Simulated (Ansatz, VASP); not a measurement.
## SrTiO3: VASP beside Ansatz

```xyz
5
Lattice="3.8914 0.0000 0.0000 0.0000 3.8914 0.0000 0.0000 0.0000 3.8914" Properties=species:S:1:pos:R:3 pbc="T T T"
Sr    0.1183    0.0000    0.0000
Ti    1.8309    1.9457    1.9457
O    -0.0869    1.9457    1.9457
O     1.8371    0.0000    1.9457
O     1.8371    1.9457    0.0000
```

Change from the starting cell: mode 1 frozen in at -0.062 Å and mode 7 at -0.149 Å (largest displacements).

Alike in both runs: task single point; functional PBEsol; k mesh 8 × 8 × 8; occupations gaussian, width 0.05 eV; no spin polarisation.

|  | VASP | Ansatz |
| --- | --- | --- |
| version | VASP 6.6.1 | Ansatz 0.2.0 |
| potentials or method | VASP PAW PBE potentials, release 64 (Sr_sv, Ti_sv, O), cutoff 520 eV | scalar-relativistic, plane waves, PAW |
| valence electrons in the cell | 40 | 40 |

VASP gave:

```
gap on the k mesh at the Fermi level (eV)                     : 1.79
least direct gap on the mesh (eV)                             : 2.14
pressure (GPa)                                                : 2.1
traceless stress, the component that is largest in VASP (GPa) : -0.09
rms of the force components (eV/Å)                            : 0.293
```

Which values does Ansatz return?

gap on the k mesh at the Fermi level (eV): 1.83; least direct gap on the mesh (eV): 2.16; pressure (GPa): 1.4; traceless stress, the component that is largest in VASP (GPa): -0.09; rms of the force components (eV/Å): 0.281.

VASP's potentials were made for PBE, not for PBEsol, and Ansatz warns of the same on its side. Atom by atom the forces differ by 0.014 eV/Å (rms over components).
